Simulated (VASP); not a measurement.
# Pt (R-3m) in VASP: notebook

Pt is run at these levels: PBEsol; tasks: single point.

Program: VASP 6.6.1. These are calculated values, not measurements. Logs are shortened: lines on timing, memory, paths and dates and some standing lists are left out, and cuts for length are marked.

## (1) The cell of the first run

The structure is trigonal, space group R-3m (No. 166). The conventional cell has a = 4.777 Å, b = 4.777 Å, c = 2.399 Å, α = 90.00°, β = 90.00°, γ = 120.00°. Within 3.2 Å of Pt (site symmetry -3m) lie 14 Pt at 2.40 to 3.19 Å.

## (2) Single point, PBEsol (15.81 Å³/atom)

INCAR

```
SYSTEM = Pt
PREC = Accurate
ENCUT = 520
EDIFF = 1E-7
ISMEAR = 0
SIGMA = 0.15
LREAL = .FALSE.
LASPH = .TRUE.
NELM = 60
ALGO = Fast
ISIF = 2
LWAVE = .FALSE.
LCHARG = .FALSE.
GGA = PS
NBANDS = 11
```

KPOINTS

```
Automatic mesh
0
G
  22 22 22
  0 0 0
```

POSCAR

```
Pt
1.0
   -1.7903300094      1.5877573696      1.5877573696
    1.5877573696     -1.7903300094      1.5877573696
    1.5877573696      1.5877573696     -1.7903300094
Pt
1
Direct
    0.0000000000      0.0000000000      0.0000000000
```

Potentials or basis: VASP PAW PBE potentials, release 64 (Pt).

Launch:

```
> cat potpaw_PBE.64/Pt/POTCAR > POTCAR
> mpirun -np 1 vasp_std > vasp.out
```

OUTCAR:

```text
SYSTEM = Pt
   PREC = Accurate
   ENCUT = 520
   EDIFF = 1E-7
   ISMEAR = 0
   LREAL = .FALSE.
   LASPH = .TRUE.
   NELM = 60
   ISIF = 2
   GGA = PS

 ion  position               nearest neighbor table
   1  0.000  0.000  0.000-

  LATTYP: Found a trigonal (rhomboedric) cell.
 ALAT       =     2.8717988216
 COS(alpha) =    -0.3836738462

  Lattice vectors:

 A1 = (  -1.7903300094,   1.5877573696,   1.5877573696)
 A2 = (   1.5877573696,  -1.7903300094,   1.5877573696)
 A3 = (   1.5877573696,   1.5877573696,  -1.7903300094)

Analysis of symmetry for initial positions (statically):
=====================================================================
 Subroutine PRICEL returns:
 Original cell was already a primitive cell.

 Routine SETGRP: Setting up the symmetry group for a
 trigonal (rhombohedral) supercell.

 Subroutine GETGRP returns: Found 12 space group operations
 (whereof 12 operations were pure point group operations)
 out of a pool of 12 trial point group operations.

The static configuration has the point symmetry D_3d.

Analysis of symmetry for dynamics (positions and initial velocities):
=====================================================================
 Subroutine PRICEL returns:
 Original cell was already a primitive cell.

 Routine SETGRP: Setting up the symmetry group for a
 trigonal (rhombohedral) supercell.

 Subroutine GETGRP returns: Found 12 space group operations
 (whereof 12 operations were pure point group operations)
 out of a pool of 12 trial point group operations.

The dynamic configuration has the point symmetry D_3d.

 Subroutine INISYM returns: Found 12 space group operations
 (whereof 12 operations are pure point group operations),
 and found     1 'primitive' translations

----------------------------------------------------------------------------------------

                                     Primitive cell

  volume of cell :      15.8070

  direct lattice vectors                    reciprocal lattice vectors
    -1.790330009  1.587757370  1.587757370     0.043291458  0.339316956  0.339316956
     1.587757370 -1.790330009  1.587757370     0.339316956  0.043291458  0.339316956
     1.587757370  1.587757370 -1.790330009     0.339316956  0.339316956  0.043291458

  length of vectors
     2.871798822  2.871798822  2.871798822     0.481815467  0.481815467  0.481815467

  position of ions in fractional coordinates (direct lattice)
     0.000000000  0.000000000  0.000000000

  ion indices of the primitive-cell ions
   primitive index   ion index
                 1           1

----------------------------------------------------------------------------------------

 KPOINTS: Automatic mesh

Automatic generation of k-mesh.
 Grid dimensions read from file:
 generate k-points for:   22   22   22

 Generating k-lattice:

  Cartesian coordinates                     Fractional coordinates (reciprocal lattice)
     0.001967794  0.015423498  0.015423498     0.045454545 -0.000000000 -0.000000000
     0.015423498  0.001967794  0.015423498    -0.000000000  0.045454545 -0.000000000
     0.015423498  0.015423498  0.001967794    -0.000000000 -0.000000000  0.045454545

  Length of vectors
     0.021900703  0.021900703  0.021900703

  Shift w.r.t. Gamma in fractional coordinates (k-lattice)
     0.000000000  0.000000000  0.000000000

 Subroutine IBZKPT returns following result:
 ===========================================

 Found   1024 irreducible k-points:

 Following reciprocal coordinates:
            Coordinates               Weight
  0.000000  0.000000  0.000000      1.000000
  0.045455  0.000000  0.000000      6.000000
  0.090909  0.000000  0.000000      6.000000
  0.136364  0.000000  0.000000      6.000000
  0.181818  0.000000  0.000000      6.000000
  0.227273  0.000000  0.000000      6.000000
[... 16 lines left out ...]
  0.500000  0.045455 -0.000000     12.000000
 -0.454545  0.045455  0.000000     12.000000
 [... further k-points ...]
   k-points           NKPTS =   1024   k-points in BZ     NKDIM =   1024   number of bands    NBANDS=     11
   number of dos      NEDOS =    301   number of ions     NIONS =      1
   total plane-waves  NPLWV =  13824
   dimension x,y,z NGX =    24 NGY =   24 NGZ =   24
   dimension x,y,z NGXF=    48 NGYF=   48 NGZF=   48
   ions per type =               1
   NGX,Y,Z   is equivalent  to a cutoff of  13.89, 13.89, 13.89 a.u.
   NGXF,Y,Z  is equivalent  to a cutoff of  27.79, 27.79, 27.79 a.u.
 SYSTEM =  Pt
   PREC   = accura    normal or accurate (medium, high low for compatibility)
   ISTART =      0    job   : 0-new  1-cont  2-samecut
   ICHARG =      2    charge: 1-file 2-atom 10-const
   ISPIN  =      1    spin polarized calculation?
   LNONCOLLINEAR =      F non collinear calculations
   LSORBIT =      F    spin-orbit coupling
   LASPH  =      T    aspherical Exc in radial PAW
   ENCUT  =  520.0 eV  38.22 Ry    6.18 a.u.   5.34  5.34  5.34*2*pi/ulx,y,z
   NELM   =     60;   NELMIN=  2; NELMDL= -5     # of ELM steps
   EDIFF  = 0.1E-06   stopping-criterion for ELM
   LREAL  =      F    real-space projection
   EDIFFG = 0.1E-05   stopping-criterion for IOM
   NSW    =      0    number of steps for IOM
   IBRION =     -1    ionic relax: 0-MD 1-quasi-New 2-CG
   NFREE  =      0    steps in history (QN), initial steepest desc. (CG)
   ISIF   =      2    stress and relaxation
   ISYM   =      2    0-nonsym 1-usesym 2-fastsym
   POTIM  = 0.5000    time-step for ionic-motion
   TEBEG  =    0.0;   TEEND  =   0.0 temperature during run
   PSTRESS=    0.0 pullay stress
   NELECT =      10.0000    total number of electrons
   NUPDOWN=      -1.0000    fix difference up-down
   EMIN   =  10.00;   EMAX   =-10.00  energy-range for DOS
   EFERMI =   0.00;   METHOD = LEGACY
   ISMEAR =     0;   SIGMA  =   0.15  broadening in eV -4-tet -1-fermi 0-gaus
   EFERMI_NEDOS =   21; number of points for ismear=-14 and -15
   IALGO  =     68    algorithm
   IMIX   =      4    mixing-type and parameters
     AMIX     =   0.40;   BMIX     =  1.00
     AMIX_MAG =   1.60;   BMIX_MAG =  1.00
  volume/ion in A,a.u.               =      15.81       106.67
  Fermi-wavevector in a.u.,A,eV,Ry     =   1.405373  2.655770 26.872512  1.975074
  Thomas-Fermi vector in A             =   2.527841
   LORBIT       =      0    0 simple, 1 ext, 2 COOP (PROOUT), +10 PAW based schemes
   GGA     = PS    functional components
   LHFCALC =     F    Hartree Fock is set to
   AEXX    =    0.0000 exact exchange contribution
   IVDW    =     0    specifies the selected vdW correction
   LEPSILON=     F    determine dielectric tensor
   LRPA    =     F    only Hartree local field effects (RPA)
 non-spin polarized calculation
 RMM-DIIS sequential band-by-band and
 Gauss-broadening in eV      SIGMA  =   0.15
  energy-cutoff  :      520.00
  volume of cell :       15.81
 maximum number of plane-waves:       441
 NGX is ok and might be reduce to    24
   NGX = 11   NGY = 11   NGZ = 11

 number of electron      10.0000001 magnetization

 Free energy of the ion-electron system (eV)
  ---------------------------------------------------
  ext. energy  EPLUGINS =         0.00000000
  ---------------------------------------------------
  free energy    TOTEN  =        -6.32718901 eV

  energy without entropy =       -6.31091454  energy(sigma->0) =       -6.31905178

 E-fermi :  10.1412     XC(G=0): -13.2981

 val. band max:       10.1411054250   @ k =   0.4545   0.0455   0.0455
 cond. band min:      10.1417329159   @ k =  -0.4545  -0.4545   0.1818
 fundamental gap:      0.0006274909
 Fermi energy:        10.1411970705

 k-point     1 :       0.0000    0.0000    0.0000
  band No.  band energies     occupation
      1       0.4238      2.00000
      2       4.3748      2.00000
      3       6.9630      2.00000
      4       6.9630      2.00000
      5       9.7861      1.99919
      6       9.7861      1.99919
      7      24.9774      0.00000
      8      27.4302      0.00000
      9      27.4302      0.00000
     10      36.6462      0.00000
     11      36.6616      0.00000

 k-point     2 :       0.0455    0.0000    0.0000
  band No.  band energies     occupation
      1       0.5334      2.00000
      2       4.4637      2.00000
      3       6.9481      2.00000
      4       7.0023      2.00000
      5       9.6589      1.99999
      6       9.7121      1.99995
      7      25.0641      0.00000
      8      27.6104      0.00000
      9      27.6367      0.00000
     10      35.1338      0.00000
     11      36.0034      0.00000

 k-point     3 :       0.0909    0.0000    0.0000
  band No.  band energies     occupation
      1       0.8545      2.00000
      2       4.7281      2.00000
      3       6.9006      2.00000
      4       7.1191      2.00000
      5       9.3096      2.00000
      6       9.5102      2.00000
      7      25.3071      0.00000
      8      28.0942      0.00000
      9      28.2356      0.00000
     10      33.4715      0.00000
     11      34.4496      0.00000

 k-point     4 :       0.1364    0.0000    0.0000
  band No.  band energies     occupation
      1       1.3623      2.00000
      2       5.1600      2.00000
      3       6.8120      2.00000
      4       7.3108      2.00000
      5       8.8239      2.00000
      6       9.2335      2.00000
      7      25.6417      0.00000
      8      28.7044      0.00000
      9      29.1709      0.00000
     10      31.9893      0.00000
     11      32.4937      0.00000

 k-point     5 :       0.1818    0.0000    0.0000
  band No.  band energies     occupation
      1       2.0088      2.00000
      2       5.7365      2.00000
      3       6.6700      2.00000
      4       7.5727      2.00000
      5       8.3243      2.00000
      6       8.9501      2.00000
      7      25.9087      0.00000
      8      28.9517      0.00000
      9      30.3286      0.00000
     10      30.7111      0.00000
     11      30.9201      0.00000
[... 211 lines left out ...]
 k-point    21 :       0.4091    0.0455   -0.0000
  band No.  band energies     occupation
      1       3.6416      2.00000
      2       5.3795      2.00000
      3       8.2571      2.00000
      4       8.5497      2.00000
      5       9.8460      1.99462
      6      12.0545      0.00000
      7      19.7832      0.00000
      8      23.0281      0.00000
      9      25.9877      0.00000
     10      32.2655      0.00000
     11      33.4018      0.00000

 k-point    22 :       0.4545    0.0455    0.0000
  band No.  band energies     occupation
      1       3.5729      2.00000
      2       5.3176      2.00000
      3       8.4489      2.00000
      4       8.5487      2.00000
      5      10.5087      0.00053
      6      12.1915      0.00000
      7      19.0762      0.00000
      8      22.7836      0.00000
      9      25.2879      0.00000
     10      32.0957      0.00000
     11      33.8974      0.00000

 k-point    23 :       0.5000    0.0455   -0.0000
  band No.  band energies     occupation
      1       3.5763      2.00000
      2       5.3437      2.00000
      3       8.4313      2.00000
      4       8.5654      2.00000
      5      10.8497      0.00000
      6      11.6454      0.00000
      7      19.0803      0.00000
      8      22.7877      0.00000
      9      25.3048      0.00000
     10      32.2125      0.00000
     11      34.0686      0.00000

 k-point    24 :      -0.4545    0.0455    0.0000
  band No.  band energies     occupation
      1       3.6454      2.00000
      2       5.4517      2.00000
      3       8.2730      2.00000
      4       8.5672      2.00000
      5      10.5088      0.00053
      6      10.8562      0.00000
      7      19.7709      0.00000
      8      23.0352      0.00000
      9      25.9159      0.00000
     10      32.6840      0.00000
     11      33.8915      0.00000

 [... further k-points ...]

------------------------ aborting loop because EDIFF is reached ----------------------------------------

  FORCE on cell =-STRESS in cart. coord.  units (eV):
  Direction    XX          YY          ZZ          XY          YZ          ZX
  --------------------------------------------------------------------------------------
  -------------------------------------------------------------------------------------
  Total        0.8094121      0.8094121      0.8094121      2.7848378      2.7848378      2.7848378
  in kB       82.0409755     82.0409755     82.0409755    282.2676032    282.2676032    282.2676032
  external PRESSURE =      82.0409755 kB  Pullay stress =       0.0000000 kB

 VOLUME and BASIS-vectors are now :
 -----------------------------------------------------------------------------
  energy-cutoff  :      520.00
  volume of cell :       15.81
      direct lattice vectors                 reciprocal lattice vectors
    -1.790330009  1.587757370  1.587757370     0.043291458  0.339316956  0.339316956
     1.587757370 -1.790330009  1.587757370     0.339316956  0.043291458  0.339316956
     1.587757370  1.587757370 -1.790330009     0.339316956  0.339316956  0.043291458

 POSITION                                       TOTAL-FORCE (eV/Angst)
 -----------------------------------------------------------------------------------
      0.00000      0.00000      0.00000         0.000000      0.000000      0.000000
 -----------------------------------------------------------------------------------
    total drift:                                0.000000      0.000000     -0.000000

  FREE ENERGIE OF THE ION-ELECTRON SYSTEM (eV)
  ---------------------------------------------------
  free  energy   TOTEN  =        -6.3271890104 eV

  energy  without entropy=       -6.3109145447  energy(sigma->0) =       -6.31905178
```

Run time: 78 s. Hardware: 1 thread of Intel Xeon 6975P-C (Granite Rapids), shared host; peak memory 0.29 GiB.

Results:

| Item | Value |
| --- | --- |
| Free energy | -6.3272 eV |
| Pressure | 8.2 GPa |
| Band gap on the k mesh | zero (bands 5 and 6 overlap by 3.74 eV) |

Caveat: the cell stands under pressure; the PAW data sets were made with another functional, which shifts forces and pressure a little; spin-orbit coupling is left out, which moves the levels of the heavy elements.

## (3) Single point, PBEsol (15.81 Å³/atom)

INCAR

```
SYSTEM = Pt
ALGO = Fast
EDIFF = 1E-7
ENCUT = 520
GGA = PS
ISIF = 2
ISMEAR = 0
LASPH = .True.
LCHARG = .False.
LREAL = .False.
LWAVE = .False.
NBANDS = 11
NELM = 60
PREC = Accurate
SIGMA = 0.15
```

KPOINTS

```
k-points
0
Gamma
  22 22 22
  0 0 0
```

POSCAR

```
Pt
1.0
   -2.2161047809      1.6396669127      1.6396669127
    1.6396669127     -2.2161047809      1.6396669127
    1.6396669127      1.6396669127     -2.2161047809
Pt
1
Direct
    0.0000000000      0.0000000000      0.0000000000
```

Potentials or basis: VASP PAW PBE potentials, release 64 (Pt).

Launch:

```
> cat potpaw_PBE.64/Pt/POTCAR > POTCAR
> mpirun -np 1 vasp_std > vasp.out
```

It took 70 s on 1 thread of Intel Xeon 6975P-C (Granite Rapids), shared host; peak memory 0.29 GiB.

The run converged. Its results:

```yaml
Free_energy: 0.4020 eV
Pressure: 174.0 GPa
Band_gap_on_the_k_mesh: zero (bands 5 and 6 overlap by 7.72 eV)
```

Stress tensor (GPa, compression positive):
```
173.97 168.01 168.01
168.01 173.97 168.01
168.01 168.01 173.97
```

Levels at points of the mesh, in eV from the Fermi level:
```tsv
k point	band 3	band 4	band 5	band 6	band 7	band 8
(0.00, 0.00, 0.00)	-5.93	-5.93	3.21	3.21	10.57	12.64
(0.50, 0.00, 0.00)	-2.14	-1.67	0.08	4.95	12.58	15.86
(0.50, 0.50, 0.00)	-3.78	-2.54	-0.99	3.24	3.34	7.09
(0.50, 0.50, 0.50)	-1.48	-1.48	2.00	9.51	9.51	11.65
```

Caveat: atoms lie so close that the PAW spheres overlap strongly, which falsifies energies and pressures; the cell stands under pressure; the PAW data sets were made with another functional, which shifts forces and pressure a little; spin-orbit coupling is left out, which moves the levels of the heavy elements.
